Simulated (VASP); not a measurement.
A run of VASP 6.6.1 is set up as follows.

Contents of INCAR:

```
SYSTEM = NaAg2I3
PREC     = Accurate       ! precision mode
ENCUT    = 600            ! plane-wave cutoff, eV
EDIFF    = 1E-6           ! SCF threshold, eV
ISMEAR   = 0              ! smearing method
SIGMA    = 0.1            ! smearing width, eV
LREAL    = .FALSE.        ! projectors in reciprocal space
LASPH    = .TRUE.         ! aspherical terms in the spheres
NELM     = 80             ! most SCF steps
ALGO     = Normal         ! electronic algorithm
ISIF     = 3              ! what is computed and relaxed
LWAVE    = .FALSE.        ! write WAVECAR
LCHARG   = .FALSE.        ! write CHGCAR
GGA      = PE             ! functional
IBRION   = 2              ! ionic algorithm
NSW      = 90             ! ionic steps
EDIFFG   = -0.04          ! ionic threshold
```

File KPOINTS:

```
regular mesh
0
G
  3 3 3
  0 0 0
```

POSCAR

```
NaAg2I3
1.0
    3.1320189200      1.8082719700      5.9435859500
   -3.1320189200      1.8082719700      5.9435859500
    0.0000000000     -3.6165439400      5.9435859500
Na Ag I
1 2 3
Direct
    0.5000000000      0.5000000000      0.5000000000
    0.8010521900      0.8010521900      0.8010521900
    0.1989478100      0.1989478100      0.1989478100
    0.5000000000      0.5000000000      0.0000000000
    0.0000000000      0.5000000000      0.5000000000
    0.5000000000      0.0000000000      0.5000000000
```

Potentials or basis: VASP PAW PBE potentials, release 64 (Na_pv, Ag, I).

Launch:

```sh
$ cat potpaw_PBE.64/Na_pv/POTCAR potpaw_PBE.64/Ag/POTCAR potpaw_PBE.64/I/POTCAR > POTCAR
$ mpirun -np 1 vasp_std > vasp.out
```

What does it give for the space group after relaxing (to 0.1 Å)?

R-3m (No. 166).

What does it give for the relaxed volume?

52.57 Å³/atom.

What does it give for the band gap on the k mesh?

1.28 eV (least direct gap 1.30 eV).

Estimate the relaxed cell.

a = 6.856 Å, b = 6.856 Å, c = 6.856 Å, α = 82.88°, β = 82.88°, γ = 82.88°.

Final structure:
```yaml
crystal:
  lattice:
    - [4.53766, 2.61982, 4.42206]
    - [-4.53766, 2.61982, 4.42206]
    - [0.00000, -5.23963, 4.42206]
  atoms:
    - { symbol: Na, position: [0.50000, 0.50000, 0.50000] }
    - { symbol: Ag, position: [0.73680, 0.73680, 0.73680] }
    - { symbol: Ag, position: [0.26320, 0.26320, 0.26320] }
    - { symbol: I, position: [0.50000, 0.50000, 0.00000] }
    - { symbol: I, position: [0.00000, 0.50000, 0.50000] }
    - { symbol: I, position: [0.50000, 0.00000, 0.50000] }
```

Caveat: the volume moved by over 15 % at a fixed basis, so the end points are rough; spin-orbit coupling is left out, which moves the levels of the heavy elements. A k mesh can miss the band edges.
